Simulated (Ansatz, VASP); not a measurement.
Zn: VASP beside Ansatz

```
CELL_PARAMETERS angstrom
2.73143 0.00000 0.00000
0.00000 2.73143 0.00000
0.00000 0.00000 2.73143
ATOMIC_POSITIONS crystal
Zn 0.00000 0.00000 0.00000
```

Alike in both runs: task single point; functional revPBE; k mesh 13 × 13 × 13; occupations fermi-dirac, width 0.1 eV; no spin polarisation.

|  | VASP | Ansatz |
| --- | --- | --- |
| version | VASP 6.6.1 | Ansatz 0.2.0 |
| potentials or method | VASP PAW PBE potentials, release 64 (Zn), cutoff 520 eV | plane waves (420 eV) with PAW, scalar-relativistic |
| valence electrons in the cell | 12 | 12 |

|  | VASP | Ansatz | Ansatz less VASP |
| --- | --- | --- | --- |
| pressure (GPa) | -2.5 | -2.6 | -0.09 |

VASP's potentials were made for PBE, not for revPBE. The functional is the same, so the differences come from potentials, cutoffs and numerics.
